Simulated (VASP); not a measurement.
# NaF in VASP: further runs

The runs below take NaF through single point, with PBE.

Everything below comes from runs of VASP 6.6.1. Logs are shortened: lines on timing, memory, paths and dates and some standing lists are left out, and cuts for length are marked.

## (1) The cell of the first run

Symmetry: I4/mmm, No. 139, tetragonal system. Conventional cell: a = 3.249 Å, b = 3.249 Å, c = 4.824 Å, α = 90.00°, β = 90.00°, γ = 90.00°. Within 3.0 Å of Na (site symmetry 4/mmm) lie 6 F at 2.30 to 2.41 Å. Within 3.0 Å of F (site symmetry 4/mmm) lie 6 Na at 2.30 to 2.41 Å.

## (2) Single point, PBE (uniaxial x strain +5.0%)

Contents of INCAR:

```
SYSTEM = NaF
ALGO     = Normal         ! electronic algorithm
EDIFF    = 1E-6           ! SCF threshold, eV
ENCUT    = 520            ! plane-wave cutoff, eV
GGA      = PE             ! functional
ISIF     = 2              ! what is computed and relaxed
ISMEAR   = -1             ! smearing method
LASPH    = .TRUE.         ! aspherical terms in the spheres
LCHARG   = .TRUE.         ! write CHGCAR
LELF     = .TRUE.         ! ELF
LREAL    = .FALSE.        ! projectors in reciprocal space
LVHAR    = .TRUE.       
LWAVE    = .FALSE.        ! write WAVECAR
NBANDS   = 14             ! bands
NELM     = 60             ! most SCF steps
PREC     = Accurate       ! precision mode
SIGMA    = 0.02           ! smearing width, eV
```

Contents of KPOINTS:

```
k-points
0
G
  10 10 10
  0 0 0
```

Contents of POSCAR:

```
NaF
1.0
    0.0000000000      2.2971680842      2.2971680842
    2.4120264884      0.0000000000      2.2971680842
    2.4120264884      2.2971680842      0.0000000000
Na F
1 1
Direct
    0.0000000000      0.0000000000      0.0000000000
    0.5000000000      0.5000000000      0.5000000000
```

Potentials or basis: VASP PAW PBE potentials, release 64 (Na_pv, F).

Run with:

```
cat potpaw_PBE.64/Na_pv/POTCAR potpaw_PBE.64/F/POTCAR > POTCAR
mpirun -np 1 vasp_std > vasp.out
```

OUTCAR:

```text
SYSTEM = NaF
   EDIFF = 1E-6
   ENCUT = 520
   GGA = PE
   ISIF = 2
   ISMEAR = -1
   LASPH = .TRUE.
   LREAL = .FALSE.
   NELM = 60
   PREC = Accurate

 ion  position               nearest neighbor table
   1  0.000  0.000  0.000-   2 2.30   2 2.30   2 2.30   2 2.30
   2  0.500  0.500  0.500-   1 2.30   1 2.30   1 2.30   1 2.30

  LATTYP: Found a body centered tetragonal cell.
 ALAT       =     3.2486862597
 C/A-ratio  =     1.4849242405

  Lattice vectors:

 A1 = (   2.4120264884,   0.0000000000,   2.2971680842)
 A2 = (   2.4120264884,   0.0000000000,  -2.2971680842)
 A3 = (  -2.4120264884,   2.2971680842,   0.0000000000)

Analysis of symmetry for initial positions (statically):
=====================================================================
 Subroutine PRICEL returns:
 Original cell was already a primitive cell.

 Routine SETGRP: Setting up the symmetry group for a
 body centered tetragonal supercell.

 Subroutine GETGRP returns: Found 16 space group operations
 (whereof 16 operations were pure point group operations)
 out of a pool of 16 trial point group operations.

The static configuration has the point symmetry D_4h.

Analysis of symmetry for dynamics (positions and initial velocities):
=====================================================================
 Subroutine PRICEL returns:
 Original cell was already a primitive cell.

 Routine SETGRP: Setting up the symmetry group for a
 body centered tetragonal supercell.

 Subroutine GETGRP returns: Found 16 space group operations
 (whereof 16 operations were pure point group operations)
 out of a pool of 16 trial point group operations.

The dynamic configuration has the point symmetry D_4h.

 Subroutine INISYM returns: Found 16 space group operations
 (whereof 16 operations are pure point group operations),
 and found     1 'primitive' translations

----------------------------------------------------------------------------------------

                                     Primitive cell

  volume of cell :      25.4564

  direct lattice vectors                    reciprocal lattice vectors
     0.000000000  2.297168084  2.297168084    -0.207294573  0.217659301  0.217659301
     2.412026488  0.000000000  2.297168084     0.207294573 -0.217659301  0.217659301
     2.412026488  2.297168084  0.000000000     0.207294573  0.217659301 -0.217659301

  length of vectors
     3.248686260  3.330893722  3.330893722     0.371109394  0.371109394  0.371109394

  position of ions in fractional coordinates (direct lattice)
     0.000000000  0.000000000  0.000000000
     0.500000000  0.500000000  0.500000000

  ion indices of the primitive-cell ions
   primitive index   ion index
                 1           1
                 2           2

----------------------------------------------------------------------------------------

 KPOINTS: k-points

Automatic generation of k-mesh.
 Grid dimensions read from file:
 generate k-points for:   10   10   10

 Generating k-lattice:

  Cartesian coordinates                     Fractional coordinates (reciprocal lattice)
    -0.020729457  0.021765930  0.021765930     0.100000000  0.000000000  0.000000000
     0.020729457 -0.021765930  0.021765930     0.000000000  0.100000000  0.000000000
     0.020729457  0.021765930 -0.021765930     0.000000000  0.000000000  0.100000000

  Length of vectors
     0.037110939  0.037110939  0.037110939

  Shift w.r.t. Gamma in fractional coordinates (k-lattice)
     0.000000000  0.000000000  0.000000000

 Subroutine IBZKPT returns following result:
 ===========================================

 Found    102 irreducible k-points:

 Following reciprocal coordinates:
            Coordinates               Weight
  0.000000  0.000000  0.000000      1.000000
  0.100000  0.000000  0.000000      8.000000
  0.200000  0.000000  0.000000      8.000000
  0.300000  0.000000  0.000000      8.000000
  0.400000  0.000000  0.000000      8.000000
  0.500000  0.000000  0.000000      4.000000
[... 16 lines left out ...]
  0.300000  0.300000  0.000000      4.000000
  0.400000  0.300000  0.000000     16.000000
 [... further k-points ...]
   k-points           NKPTS =    102   k-points in BZ     NKDIM =    102   number of bands    NBANDS=     14
   number of dos      NEDOS =    301   number of ions     NIONS =      2
   total plane-waves  NPLWV =  18816
   dimension x,y,z NGX =    24 NGY =   28 NGZ =   28
   dimension x,y,z NGXF=    48 NGYF=   56 NGZF=   56
   ions per type =               1   1
   NGX,Y,Z   is equivalent  to a cutoff of  12.28, 13.97, 13.97 a.u.
   NGXF,Y,Z  is equivalent  to a cutoff of  24.56, 27.95, 27.95 a.u.
 SYSTEM =  NaF
   PREC   = accura    normal or accurate (medium, high low for compatibility)
   ISTART =      0    job   : 0-new  1-cont  2-samecut
   ICHARG =      2    charge: 1-file 2-atom 10-const
   ISPIN  =      1    spin polarized calculation?
   LNONCOLLINEAR =      F non collinear calculations
   LSORBIT =      F    spin-orbit coupling
   LASPH  =      T    aspherical Exc in radial PAW
   ENCUT  =  520.0 eV  38.22 Ry    6.18 a.u.   6.04  6.19  6.19*2*pi/ulx,y,z
   NELM   =     60;   NELMIN=  2; NELMDL= -5     # of ELM steps
   EDIFF  = 0.1E-05   stopping-criterion for ELM
   LREAL  =      F    real-space projection
[... 7 lines left out ...]
   TEBEG  =    0.0;   TEEND  =   0.0 temperature during run
   PSTRESS=    0.0 pullay stress
   NELECT =      14.0000    total number of electrons
   NUPDOWN=      -1.0000    fix difference up-down
   EMIN   =  10.00;   EMAX   =-10.00  energy-range for DOS
   EFERMI =   0.00;   METHOD = LEGACY
   ISMEAR =    -1;   SIGMA  =   0.02  broadening in eV -4-tet -1-fermi 0-gaus
   EFERMI_NEDOS =   21; number of points for ismear=-14 and -15
   IALGO  =     38    algorithm
   IMIX   =      4    mixing-type and parameters
     AMIX     =   0.40;   BMIX     =  1.00
     AMIX_MAG =   1.60;   BMIX_MAG =  1.00
  volume/ion in A,a.u.               =      12.73        85.89
  Fermi-wavevector in a.u.,A,eV,Ry     =   1.341276  2.534645 24.477188  1.799023
  Thomas-Fermi vector in A             =   2.469523
   LORBIT       =      0    0 simple, 1 ext, 2 COOP (PROOUT), +10 PAW based schemes
   GGA     = PE    functional components
[... 5 lines left out ...]
 non-spin polarized calculation
  energy-cutoff  :      520.00
  volume of cell :       25.46
 maximum number of plane-waves:       701
   NGX = 13   NGY = 13   NGZ = 13

 number of electron      14.0000003 magnetization

 Free energy of the ion-electron system (eV)
  ---------------------------------------------------
  ext. energy  EPLUGINS =         0.00000000
  ---------------------------------------------------
  free energy    TOTEN  =        -8.55819059 eV

  energy without entropy =       -8.55819059  energy(sigma->0) =       -8.55819059

 E-fermi :  -1.6964     XC(G=0):  -9.0429

 val. band max:       -2.1828988768   @ k =   0.0000   0.0000   0.0000
 cond. band min:       3.9894202499   @ k =   0.0000   0.0000   0.0000
 fundamental gap:      6.1723191267
 Fermi energy:        -1.6963523416

 k-point     1 :       0.0000    0.0000    0.0000
  band No.  band energies     occupation
      1     -21.3223      2.00000
      2     -21.2041      2.00000
      3     -21.1844      2.00000
      4     -21.1844      2.00000
      5      -2.1846      2.00000
      6      -2.1846      2.00000
      7      -2.1829      2.00000
      8       3.9894      0.00000
      9      16.4243      0.00000
     10      16.7635      0.00000
     11      16.7635      0.00000
     12      19.4688      0.00000
     13      20.9286      0.00000
     14      22.2996      0.00000

 k-point     2 :       0.1000    0.0000    0.0000
  band No.  band energies     occupation
      1     -21.4997      2.00000
      2     -21.2018      2.00000
      3     -21.1849      2.00000
      4     -20.9980      2.00000
      5      -2.3749      2.00000
      6      -2.2093      2.00000
      7      -2.2065      2.00000
      8       4.3414      0.00000
      9      15.3723      0.00000
     10      16.6689      0.00000
     11      16.9265      0.00000
     12      20.5347      0.00000
     13      20.8787      0.00000
     14      21.8152      0.00000

 k-point     3 :       0.2000    0.0000    0.0000
  band No.  band energies     occupation
      1     -21.6977      2.00000
      2     -21.2061      2.00000
      3     -21.1863      2.00000
      4     -20.7667      2.00000
      5      -2.8139      2.00000
      6      -2.2764      2.00000
      7      -2.2634      2.00000
      8       5.2502      0.00000
      9      13.6187      0.00000
     10      16.9774      0.00000
     11      17.3507      0.00000
     12      19.9856      0.00000
     13      21.0952      0.00000
     14      21.9144      0.00000
[... 324 lines left out ...]
 k-point    23 :       0.3000    0.3000    0.0000
  band No.  band energies     occupation
      1     -21.6809      2.00000
      2     -21.2328      2.00000
      3     -21.2243      2.00000
      4     -20.7144      2.00000
      5      -3.2162      2.00000
      6      -2.4944      2.00000
      7      -2.4411      2.00000
      8       7.2660      0.00000
      9      12.0203      0.00000
     10      15.7186      0.00000
     11      16.7981      0.00000
     12      17.0649      0.00000
     13      23.0935      0.00000
     14      23.7171      0.00000

 k-point    24 :       0.4000    0.3000    0.0000
  band No.  band energies     occupation
      1     -21.6485      2.00000
      2     -21.2395      2.00000
      3     -21.2319      2.00000
      4     -20.7358      2.00000
      5      -3.3197      2.00000
      6      -2.5816      2.00000
      7      -2.5070      2.00000
      8       8.2792      0.00000
      9      11.4522      0.00000
     10      14.5418      0.00000
     11      16.8869      0.00000
     12      17.1700      0.00000
     13      22.8932      0.00000
     14      23.9857      0.00000

 [... further k-points ...]

------------------------ aborting loop because EDIFF is reached ----------------------------------------

  FORCE on cell =-STRESS in cart. coord.  units (eV):
  Direction    XX          YY          ZZ          XY          YZ          ZX
  --------------------------------------------------------------------------------------
  -------------------------------------------------------------------------------------
  Total       -0.2036245      0.3583824      0.3583824      0.0000000      0.0000000      0.0000000
  in kB      -12.8157168     22.5558726     22.5558726      0.0000000      0.0000000      0.0000000
  external PRESSURE =      10.7653428 kB  Pullay stress =       0.0000000 kB

 VOLUME and BASIS-vectors are now :
 -----------------------------------------------------------------------------
  energy-cutoff  :      520.00
  volume of cell :       25.46
      direct lattice vectors                 reciprocal lattice vectors
     0.000000000  2.297168084  2.297168084    -0.207294573  0.217659301  0.217659301
     2.412026488  0.000000000  2.297168084     0.207294573 -0.217659301  0.217659301
     2.412026488  2.297168084  0.000000000     0.207294573  0.217659301 -0.217659301

 POSITION                                       TOTAL-FORCE (eV/Angst)
 -----------------------------------------------------------------------------------
      0.00000      0.00000      0.00000        -0.000000     -0.000000      0.000000
      2.41203      2.29717      2.29717         0.000000      0.000000      0.000000
 -----------------------------------------------------------------------------------
    total drift:                                0.000000     -0.000000      0.000000

  FREE ENERGIE OF THE ION-ELECTRON SYSTEM (eV)
  ---------------------------------------------------
  free  energy   TOTEN  =        -8.5581905891 eV

  energy  without entropy=       -8.5581905891  energy(sigma->0) =       -8.55819059
```

Run time: 12 s. Hardware: 1 thread of Intel Xeon 6975P-C (Granite Rapids), shared host; peak memory 0.16 GiB.

Results:

```
Free energy            : -8.5582 eV
Pressure               : 1.1 GPa
Band gap on the k mesh : 6.17 eV, direct
```

Caveat: the cell differs from its parent crystal (uniaxial x strain +5.0%).

[end of part 1 of 2]
